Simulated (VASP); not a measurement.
# ZnS (R3m) in VASP: further runs, part 2 of 2

VASP 6.6.1. The steps go on from the part before.

## 3. Single point, PBEsol

The input, INCAR:

```
SYSTEM = ZnS
ALGO = Normal ; EDIFF = 1E-6
ENCUT = 520 ; GGA = PS
ISIF = 2 ; ISMEAR = 0
LASPH = .TRUE. ; LCHARG = .FALSE.
LREAL = .FALSE. ; LWAVE = .FALSE.
NBANDS = 36 ; NELM = 80
PREC = Accurate ; SIGMA = 0.01
```

The input, KPOINTS:

```
k-points
0
G
  6 6 6
  0 0 0
```

The input, POSCAR:

```
ZnS
1.0
    1.9030712000      1.0987386700      9.3519478300
   -1.9030712000      1.0987386700      9.3519478300
    0.0000000000     -2.1974773400      9.3519478300
Zn S
3 3
Direct
    0.9999711400      0.9999711400      0.9999711400
    0.2222694100      0.2222694100      0.2222694100
    0.4446134400      0.4446134400      0.4446134400
    0.0832671700      0.0832671700      0.0832671700
    0.5278423000      0.5278423000      0.5278423000
    0.3053625400      0.3053625400      0.3053625400
```

Potentials or basis: VASP PAW PBE potentials, release 64 (Zn, S).

Started as:

```bash
$ cat potpaw_PBE.64/Zn/POTCAR potpaw_PBE.64/S/POTCAR > POTCAR
$ mpirun -np 1 vasp_std > vasp.out
```

OUTCAR:

```text
SYSTEM = ZnS
   EDIFF = 1E-6
   ENCUT = 520
   GGA = PS
   ISIF = 2
   ISMEAR = 0
   LASPH = .TRUE.
   LREAL = .FALSE.
   NELM = 80
   PREC = Accurate

 ion  position               nearest neighbor table
   1  1.000  1.000  1.000-   6 2.33   6 2.33   6 2.33   4 2.34
   2  0.222  0.222  0.222-   6 2.33   5 2.33   5 2.33   5 2.33
   3  0.445  0.445  0.445-   4 2.33   4 2.33   4 2.33   5 2.34
   4  0.083  0.083  0.083-   3 2.33   3 2.33   3 2.33   1 2.34
   5  0.528  0.528  0.528-   2 2.33   2 2.33   2 2.33   3 2.34
   6  0.305  0.305  0.305-   2 2.33   1 2.33   1 2.33   1 2.33

  LATTYP: Found a trigonal (rhomboedric) cell.
 ALAT       =     9.6066557590
 COS(alpha) =     0.9215133826

  Lattice vectors:

 A1 = (   1.9030712000,   1.0987386700,   9.3519478300)
 A2 = (  -1.9030712000,   1.0987386700,   9.3519478300)
 A3 = (   0.0000000000,  -2.1974773400,   9.3519478300)

Analysis of symmetry for initial positions (statically):
=====================================================================
 Subroutine PRICEL returns:
 Original cell was already a primitive cell.

 Routine SETGRP: Setting up the symmetry group for a
[... 173 lines left out ...]

  energy without entropy =      -22.74609910  energy(sigma->0) =      -22.74609910

 E-fermi :   2.2045     XC(G=0):  -9.8855

 val. band max:        2.1104622691   @ k =   0.0000   0.0000   0.0000
 cond. band min:       4.1715093419   @ k =   0.0000   0.0000   0.0000
 fundamental gap:      2.0610470729
 Fermi energy:         2.2044959614

 k-point     1 :       0.0000    0.0000    0.0000
  band No.  band energies     occupation
      1     -11.1251      2.00000
      2     -10.4423      2.00000
      3     -10.4320      2.00000
      4      -4.3043      2.00000
      5      -4.2943      2.00000
      6      -4.2943      2.00000
[... 925 lines left out ...]
     35       9.6092      0.00000
     36      10.7318      0.00000

 [... further k-points ...]
[... 5 lines left out ...]
  --------------------------------------------------------------------------------------
  -------------------------------------------------------------------------------------
  Total       -0.8076775     -0.8076775     -0.8079019      0.0000000      0.0000000      0.0000000
  in kB      -11.0292446    -11.0292446    -11.0323099      0.0000000      0.0000000      0.0000000
  external PRESSURE =     -11.0302664 kB  Pullay stress =       0.0000000 kB

 VOLUME and BASIS-vectors are now :
 -----------------------------------------------------------------------------
  energy-cutoff  :      520.00
  volume of cell :      117.33
      direct lattice vectors                 reciprocal lattice vectors
     1.903071200  1.098738670  9.351947830     0.262733207  0.151689088  0.035643199
    -1.903071200  1.098738670  9.351947830    -0.262733207  0.151689088  0.035643199
     0.000000000 -2.197477340  9.351947830     0.000000000 -0.303378176  0.035643199

 POSITION                                       TOTAL-FORCE (eV/Angst)
 -----------------------------------------------------------------------------------
      0.00000      0.00000     28.05503         0.000000      0.000000     -0.001300
      0.00000      0.00000      6.23596         0.000000      0.000000      0.000546
      0.00000      0.00000     12.47401         0.000000     -0.000000     -0.010978
      0.00000      0.00000      2.33613         0.000000      0.000000      0.003685
      0.00000      0.00000     14.80906         0.000000      0.000000     -0.000064
      0.00000      0.00000      8.56720         0.000000      0.000000      0.008110
 -----------------------------------------------------------------------------------
    total drift:                               -0.000000      0.000000      0.000328

  FREE ENERGIE OF THE ION-ELECTRON SYSTEM (eV)
  ---------------------------------------------------
  free  energy   TOTEN  =       -22.7460991043 eV

  energy  without entropy=      -22.7460991043  energy(sigma->0) =      -22.74609910
```

OSZICAR:

```text
N       E                     dE             d eps       ncg     rms          rms(c)
DAV:   1     0.408973450615E+03    0.40897E+03   -0.25311E+04  2304   0.181E+03
DAV:   2     0.261843141143E+02   -0.38279E+03   -0.36795E+03  2312   0.399E+02
DAV:   3    -0.221200748846E+02   -0.48304E+02   -0.47711E+02  2616   0.136E+02
DAV:   4    -0.239372289188E+02   -0.18172E+01   -0.18106E+01  2784   0.264E+01
DAV:   5    -0.239646255371E+02   -0.27397E-01   -0.27385E-01  2820   0.328E+00    0.118E+01
DAV:   6    -0.227400616604E+02    0.12246E+01   -0.28712E+00  3280   0.434E+01    0.905E+00
DAV:   7    -0.227754305517E+02   -0.35369E-01   -0.25400E+00  2572   0.767E+00    0.360E+00
DAV:   8    -0.227473659962E+02    0.28065E-01   -0.95279E-02  3024   0.301E+00    0.924E-01
DAV:   9    -0.227457756836E+02    0.15903E-02   -0.31966E-02  3068   0.214E+00    0.279E-01
DAV:  10    -0.227459024219E+02   -0.12674E-03   -0.16301E-03  3192   0.579E-01    0.177E-01
DAV:  11    -0.227461047849E+02   -0.20236E-03   -0.46718E-04  2688   0.463E-01    0.889E-02
DAV:  12    -0.227460961536E+02    0.86313E-05   -0.18000E-04  2788   0.373E-01    0.244E-02
DAV:  13    -0.227460958010E+02    0.35264E-06   -0.33893E-05  3080   0.604E-02    0.128E-02
DAV:  14    -0.227460985977E+02   -0.27967E-05   -0.64593E-06  2552   0.373E-02    0.656E-03
DAV:  15    -0.227460991043E+02   -0.50665E-06   -0.16857E-06  1936   0.336E-02
   1 F= -.22746099E+02 E0= -.22746099E+02  d E =-.207122E-42
```

Wall time 13 min (1 thread of Intel Xeon Platinum 8259CL at 2.50GHz (Skylake/Cascade Lake), shared host); peak memory 0.71 GiB.

Results:

```yaml
Free_energy: -22.7461 eV
Pressure: -1.1 GPa
Largest_force: 0.011 eV/Å
Band_gap_on_the_k_mesh: 2.06 eV
```

Forces on the atoms (eV/Å):
```
Zn   0.000  0.000 -0.001
Zn   0.000  0.000  0.001
Zn   0.000  0.000 -0.011
S    0.000  0.000  0.004
S    0.000  0.000  0.000
S    0.000  0.000  0.008
```

Levels at points of the mesh, in eV from the valence-band top:
```tsv
k point	band 23	band 24	band 25	band 26	band 27	band 28	band 29	band 30	band 31	band 32
(0.00, 0.00, 0.00)	-0.70	-0.70	-0.06	0.00	0.00	2.06	3.21	3.36	6.23	6.23
(0.50, 0.00, 0.00)	-2.20	-1.98	-1.97	-1.33	-0.90	3.19	3.78	3.94	4.78	5.17
(0.50, 0.50, 0.00)	-2.28	-1.92	-1.30	-1.29	-1.29	3.20	3.51	4.16	4.85	5.70
(0.50, 0.50, 0.50)	-0.91	-0.26	-0.26	-0.24	-0.24	3.06	3.19	3.33	6.16	6.23
```

Caveat: the PAW data sets were made with another functional, which shifts forces and pressure a little. A k mesh can miss the band edges.
